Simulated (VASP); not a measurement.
# KNbO3 (P4mm) in VASP: a series of runs

Aim: see how the results for KNbO3 move with the level of theory and the settings. Levels: PBEsol+D4, PBE. Tasks: single point.

Everything below comes from runs of VASP 6.6.1. Logs are shortened: lines on timing, memory, paths and dates and some standing lists are left out, and cuts for length are marked.

## (1) The cell of the first run

Symmetry: P4mm, No. 99, tetragonal system. The conventional cell has a = 4.013 Å, b = 4.013 Å, c = 4.110 Å, α = 90.00°, β = 90.00°, γ = 90.00°. K (site symmetry 4mm) has 12 O at 2.80 to 2.95 Å and 8 Nb at 3.47 to 3.54 Å within 3.7 Å. Nb (site symmetry 4mm) has 6 O at 1.88 to 2.23 Å within 2.5 Å. Within 3.0 Å of O (site symmetry 2mm) lie 2 Nb at 2.01 Å and 4 K at 2.80 to 2.95 Å and 8 O at 2.84 to 2.88 Å. O (site symmetry 4mm) has 2 Nb at 1.88 to 2.23 Å within 2.5 Å.

## (2) Single point, PBEsol+D4

File INCAR:

```
  PREC = Accurate
  ENCUT = 600
  EDIFF = 1E-6
  ISMEAR = 0
  SIGMA = 0.1
  LREAL = F
  LASPH = T
  NELM = 120
  ALGO = Normal
  ISIF = 2
  LWAVE = F
  LCHARG = T
  GGA = PS
  IVDW = 13
  LELF = T
  LVHAR = T
  NBANDS = 28
  GGA_COMPAT = F
```

File KPOINTS:

```
Automatic mesh
0
Gamma
  2 2 2
  0.5 0.5 0
```

File POSCAR:

```
KNbO3
1.0
    4.0129726800      0.0000000000      0.0000000000
    0.0000000000      4.0129726800      0.0000000000
    0.0000000000      0.0000000000      4.1102918300
K Nb O
1 1 3
Direct
    0.5000000000      0.5000000000      0.4999545100
    0.0000000000      0.0000000000      0.0149157700
    0.5000000000      0.0000000000      0.9741423400
    0.0000000000      0.5000000000      0.9741423400
    0.0000000000      0.0000000000      0.4716460400
```

Potentials or basis: VASP PAW PBE potentials, release 64 (K_sv, Nb_sv, O).

Launch:

```console
$ cat potpaw_PBE.64/K_sv/POTCAR potpaw_PBE.64/Nb_sv/POTCAR potpaw_PBE.64/O/POTCAR > POTCAR
$ mpirun -np 1 vasp_std > vasp.out
```

OUTCAR:

```text
PREC = Accurate
   ENCUT = 600
   EDIFF = 1E-6
   ISMEAR = 0
   LREAL = F
   LASPH = T
   NELM = 120
   ISIF = 2
   GGA = PS
   IVDW = 13

 ion  position               nearest neighbor table
   1  0.500  0.500  0.500-   3 2.80   4 2.80   3 2.80   4 2.80   5 2.84   5 2.84   5 2.84   5 2.84

   2  0.000  0.000  0.015-   5 1.88   4 2.01   3 2.01   4 2.01   3 2.01   5 2.23
   3  0.500  0.000  0.974-   2 2.01   2 2.01   1 2.80   1 2.80
   4  0.000  0.500  0.974-   2 2.01   2 2.01   1 2.80   1 2.80
   5  0.000  0.000  0.472-   2 1.88   2 2.23   1 2.84   1 2.84   1 2.84   1 2.84

  LATTYP: Found a simple tetragonal cell.
 ALAT       =     4.0129726800
 C/A-ratio  =     1.0242511369

  Lattice vectors:

 A1 = (   4.0129726800,   0.0000000000,   0.0000000000)
 A2 = (   0.0000000000,   4.0129726800,   0.0000000000)
 A3 = (   0.0000000000,   0.0000000000,   4.1102918300)

Analysis of symmetry for initial positions (statically):
=====================================================================
 Subroutine PRICEL returns:
 Original cell was already a primitive cell.

 Routine SETGRP: Setting up the symmetry group for a
 simple tetragonal supercell.

 Subroutine GETGRP returns: Found  8 space group operations
 (whereof  8 operations were pure point group operations)
 out of a pool of 16 trial point group operations.

The static configuration has the point symmetry C_4v.

Analysis of symmetry for dynamics (positions and initial velocities):
=====================================================================
 Subroutine PRICEL returns:
 Original cell was already a primitive cell.

 Routine SETGRP: Setting up the symmetry group for a
 simple tetragonal supercell.

 Subroutine GETGRP returns: Found  8 space group operations
 (whereof  8 operations were pure point group operations)
 out of a pool of 16 trial point group operations.

The dynamic configuration has the point symmetry C_4v.

 Subroutine INISYM returns: Found  8 space group operations
 (whereof  8 operations are pure point group operations),
 and found     1 'primitive' translations

----------------------------------------------------------------------------------------

                                     Primitive cell

  volume of cell :      66.1919

  direct lattice vectors                    reciprocal lattice vectors
     4.012972680  0.000000000  0.000000000     0.249191829  0.000000000  0.000000000
     0.000000000  4.012972680  0.000000000     0.000000000  0.249191829  0.000000000
[... 78 lines left out ...]
   PSTRESS=    0.0 pullay stress
   NELECT =      40.0000    total number of electrons
   NUPDOWN=      -1.0000    fix difference up-down
   EMIN   =  10.00;   EMAX   =-10.00  energy-range for DOS
   EFERMI =   0.00;   METHOD = LEGACY
   ISMEAR =     0;   SIGMA  =   0.10  broadening in eV -4-tet -1-fermi 0-gaus
   EFERMI_NEDOS =   21; number of points for ismear=-14 and -15
   IALGO  =     38    algorithm
   IMIX   =      4    mixing-type and parameters
     AMIX     =   0.40;   BMIX     =  1.00
     AMIX_MAG =   1.60;   BMIX_MAG =  1.00
  volume/ion in A,a.u.               =      13.24        89.34
  Fermi-wavevector in a.u.,A,eV,Ry     =   1.384076  2.615524 26.064208  1.915665
  Thomas-Fermi vector in A             =   2.508614
   LORBIT       =      0    0 simple, 1 ext, 2 COOP (PROOUT), +10 PAW based schemes
   GGA     = PS    functional components
   LHFCALC =     F    Hartree Fock is set to
   AEXX    =    0.0000 exact exchange contribution
   IVDW    =    13    specifies the selected vdW correction
   LEPSILON=     F    determine dielectric tensor
   LRPA    =     F    only Hartree local field effects (RPA)
 non-spin polarized calculation
 Gauss-broadening in eV      SIGMA  =   0.10
  energy-cutoff  :      600.00
  volume of cell :       66.19
 maximum number of plane-waves:      2213
 NGX is ok and might be reduce to    32
   NGX = 17   NGY = 17   NGZ = 17

 number of electron      40.0000000 magnetization

 Free energy of the ion-electron system (eV)
  ---------------------------------------------------
  ext. energy  EPLUGINS =         0.00000000
  ---------------------------------------------------
  free energy    TOTEN  =       -40.79927048 eV

  energy without entropy =      -40.79927048  energy(sigma->0) =      -40.79927048

 E-fermi :   2.9149     XC(G=0): -10.8756

 val. band max:        2.4179340365   @ k =   0.2500   0.2500   0.5000
 cond. band min:       5.8394306926   @ k =   0.2500   0.2500   0.0000
 fundamental gap:      3.4214966560
 Fermi energy:         2.9149131276

 k-point     1 :       0.2500    0.2500    0.0000
  band No.  band energies     occupation
      1     -51.8537      2.00000
      2     -28.0284      2.00000
      3     -27.9985      2.00000
      4     -27.9974      2.00000
      5     -24.2531      2.00000
      6     -13.7517      2.00000
[... 20 lines left out ...]
     27      12.0446      0.00000
     28      12.2479      0.00000

 k-point     2 :       0.2500    0.2500    0.5000
  band No.  band energies     occupation
      1     -51.8521      2.00000
      2     -28.1232      2.00000
      3     -27.9944      2.00000
      4     -27.9938      2.00000
      5     -24.2411      2.00000
      6     -13.5143      2.00000
[... 20 lines left out ...]
     27      12.8607      0.00000
     28      12.9516      0.00000

------------------------ aborting loop because EDIFF is reached ----------------------------------------

  DFT-D4 for vdW energy calculation

  Edisp (eV):   -0.46722

  FORCE on cell =-STRESS in cart. coord.  units (eV):
  Direction    XX          YY          ZZ          XY          YZ          ZX
  --------------------------------------------------------------------------------------
  -------------------------------------------------------------------------------------
  Total      -2.92534    -2.92534    -2.76499     0.00000     0.00000    -0.00000
  in kB     -70.80783   -70.80783   -66.92658     0.00000     0.00000    -0.00000
  external pressure =      -69.51 kB  Pullay stress =        0.00 kB

 VOLUME and BASIS-vectors are now :
 -----------------------------------------------------------------------------
  energy-cutoff  :      600.00
  volume of cell :       66.19
      direct lattice vectors                 reciprocal lattice vectors
     4.012972680  0.000000000  0.000000000     0.249191829  0.000000000  0.000000000
     0.000000000  4.012972680  0.000000000     0.000000000  0.249191829  0.000000000
     0.000000000  0.000000000  4.110291830     0.000000000  0.000000000  0.243291728

 POSITION                                       TOTAL-FORCE (eV/Angst)
 -----------------------------------------------------------------------------------
      2.00649      2.00649      2.05496         0.000000      0.000000     -0.025187
      0.00000      0.00000      0.06131         0.000000     -0.000000     -1.399442
      2.00649      0.00000      4.00401         0.000000     -0.000000      0.843566
      0.00000      2.00649      4.00401         0.000000     -0.000000      0.843566
      0.00000      0.00000      1.93860         0.000000     -0.000000     -0.262504
 -----------------------------------------------------------------------------------
    total drift:                                0.000000      0.000000      0.000100

  FREE ENERGIE OF THE ION-ELECTRON SYSTEM (eV)
  ---------------------------------------------------
  free  energy   TOTEN  =       -41.2664937573 eV

  energy  without entropy=      -41.2664937573  energy(sigma->0) =      -41.26649376
```

Wall time 10 s (1 thread of Intel Xeon Platinum 8259CL at 2.50GHz (Skylake/Cascade Lake), shared host); peak memory 0.18 GiB.

What came out:

- Free energy: -41.2665 eV
- Pressure: -7.0 GPa
- Largest force: 1.399 eV/Å
- Band gap on the k mesh: 3.42 eV (least direct gap 3.60 eV)
- Dispersion energy per atom: -0.093 eV

Forces in eV/Å, atoms in the order of the input:
```
K    0.000  0.000 -0.025
Nb   0.000  0.000 -1.399
O    0.000  0.000  0.844
O    0.000  0.000  0.844
O    0.000  0.000 -0.263
```

Levels at points of the mesh, in eV from the valence-band top:
| k point | band 18 | band 19 | band 20 | band 21 | band 22 | band 23 |
| --- | --- | --- | --- | --- | --- | --- |
| (0.25, 0.25, 0.00) | -0.72 | -0.53 | -0.18 | 3.42 | 3.66 | 4.13 |

Caveat: the k points lie up to 0.78 Å⁻¹ apart; the PAW data sets were made with another functional, which shifts forces and pressure a little; a shifted mesh leaves out Γ, where band edges can lie.

## (3) Single point, PBE

File INCAR:

```
SYSTEM = KNbO3
PREC     = Accurate       ! precision mode
ENCUT    = 600            ! plane-wave cutoff, eV
EDIFF    = 1E-6           ! SCF threshold, eV
ISMEAR   = 0              ! smearing method
SIGMA    = 0.1            ! smearing width, eV
LREAL    = .False.        ! projectors in reciprocal space
LASPH    = .True.         ! aspherical terms in the spheres
NELM     = 120            ! most SCF steps
ALGO     = Normal         ! electronic algorithm
ISIF     = 2              ! what is computed and relaxed
LWAVE    = .False.        ! write WAVECAR
LCHARG   = .False.        ! write CHGCAR
GGA      = PE             ! functional
NBANDS   = 28             ! bands
GGA_COMPAT= .False.
```

File KPOINTS:

```
Automatic mesh
0
Gamma
  3 3 3
  0 0 0
```

POSCAR is that of step 2.

Potentials or basis: VASP PAW PBE potentials, release 64 (K_sv, Nb_sv, O).

Launch:

```console
$ cat potpaw_PBE.64/K_sv/POTCAR potpaw_PBE.64/Nb_sv/POTCAR potpaw_PBE.64/O/POTCAR > POTCAR
$ mpirun -np 1 vasp_std > vasp.out
```

OUTCAR:

```text
SYSTEM = KNbO3
   PREC = Accurate
   ENCUT = 600
   EDIFF = 1E-6
   ISMEAR = 0
   LREAL = .False.
   LASPH = .True.
   NELM = 120
   ISIF = 2
   GGA = PE

 ion  position               nearest neighbor table
   1  0.500  0.500  0.500-   3 2.80   4 2.80   3 2.80   4 2.80   5 2.84   5 2.84   5 2.84   5 2.84

   2  0.000  0.000  0.015-   5 1.88   4 2.01   3 2.01   4 2.01   3 2.01   5 2.23
   3  0.500  0.000  0.974-   2 2.01   2 2.01   1 2.80   1 2.80
   4  0.000  0.500  0.974-   2 2.01   2 2.01   1 2.80   1 2.80
   5  0.000  0.000  0.472-   2 1.88   2 2.23   1 2.84   1 2.84   1 2.84   1 2.84

  LATTYP: Found a simple tetragonal cell.
 ALAT       =     4.0129726800
 C/A-ratio  =     1.0242511369

  Lattice vectors:

 A1 = (   4.0129726800,   0.0000000000,   0.0000000000)
 A2 = (   0.0000000000,   4.0129726800,   0.0000000000)
 A3 = (   0.0000000000,   0.0000000000,   4.1102918300)

Analysis of symmetry for initial positions (statically):
=====================================================================
 Subroutine PRICEL returns:
 Original cell was already a primitive cell.

[... 157 lines left out ...]

 val. band max:        2.7478839182   @ k =   0.3333   0.3333   0.3333
 cond. band min:       4.6296194231   @ k =   0.0000   0.0000   0.0000
 fundamental gap:      1.8817355049
 Fermi energy:         3.2632467081

 k-point     1 :       0.0000    0.0000    0.0000
  band No.  band energies     occupation
      1     -51.9217      2.00000
      2     -28.0397      2.00000
      3     -27.9566      2.00000
      4     -27.9566      2.00000
      5     -24.3355      2.00000
      6     -14.0345      2.00000
[... 175 lines left out ...]
     27      12.9404      0.00000
     28      13.1707      0.00000

------------------------ aborting loop because EDIFF is reached ----------------------------------------

  FORCE on cell =-STRESS in cart. coord.  units (eV):
  Direction    XX          YY          ZZ          XY          YZ          ZX
  --------------------------------------------------------------------------------------
  -------------------------------------------------------------------------------------
  Total       -0.3630620     -0.3630620      0.0295842      0.0000000      0.0000000      0.0000000
  in kB       -8.7879255     -8.7879255      0.7160863      0.0000000      0.0000000      0.0000000
  external PRESSURE =      -5.6199216 kB  Pullay stress =       0.0000000 kB

 VOLUME and BASIS-vectors are now :
 -----------------------------------------------------------------------------
  energy-cutoff  :      600.00
  volume of cell :       66.19
      direct lattice vectors                 reciprocal lattice vectors
     4.012972680  0.000000000  0.000000000     0.249191829  0.000000000  0.000000000
     0.000000000  4.012972680  0.000000000     0.000000000  0.249191829  0.000000000
     0.000000000  0.000000000  4.110291830     0.000000000  0.000000000  0.243291728

 POSITION                                       TOTAL-FORCE (eV/Angst)
 -----------------------------------------------------------------------------------
      2.00649      2.00649      2.05496         0.000000     -0.000000     -0.006822
      0.00000      0.00000      0.06131         0.000000      0.000000      0.779644
      2.00649      0.00000      4.00401         0.000000      0.000000     -0.130830
      0.00000      2.00649      4.00401         0.000000      0.000000     -0.130830
      0.00000      0.00000      1.93860         0.000000      0.000000     -0.511162
 -----------------------------------------------------------------------------------
    total drift:                                0.000000      0.000000      0.000507

  FREE ENERGIE OF THE ION-ELECTRON SYSTEM (eV)
  ---------------------------------------------------
  free  energy   TOTEN  =       -38.8140423022 eV

  energy  without entropy=      -38.8140423022  energy(sigma->0) =      -38.81404230
```

stdout:

```text
POSCAR found type information on POSCAR K NbO
 POSCAR found :  3 types and       5 ions
 scaLAPACK will be used
 LDA part: xc-table for (Slater+PW92), standard interpolation
 POSCAR, INCAR and KPOINTS ok, starting setup
 FFT: planning ... GRIDC
 FFT: planning ... GRID_SOFT
 FFT: planning ... GRID
 WAVECAR not read
 entering main loop
```

Run time: 15 s. Hardware: 1 thread of Intel Xeon Platinum 8259CL at 2.50GHz (Skylake/Cascade Lake), shared host; peak memory 0.19 GiB.

Results:

- Free energy: -38.8140 eV
- Pressure: -0.6 GPa
- Largest force: 0.780 eV/Å
- Band gap on the k mesh: 1.88 eV (least direct gap 2.37 eV)

Forces on the atoms (eV/Å):
```
K    0.000  0.000 -0.007
Nb   0.000  0.000  0.780
O    0.000  0.000 -0.131
O    0.000  0.000 -0.131
O    0.000  0.000 -0.511
```

Caveat: the k points lie up to 0.52 Å⁻¹ apart. A k mesh can miss the band edges.

[end of part 1 of 2]
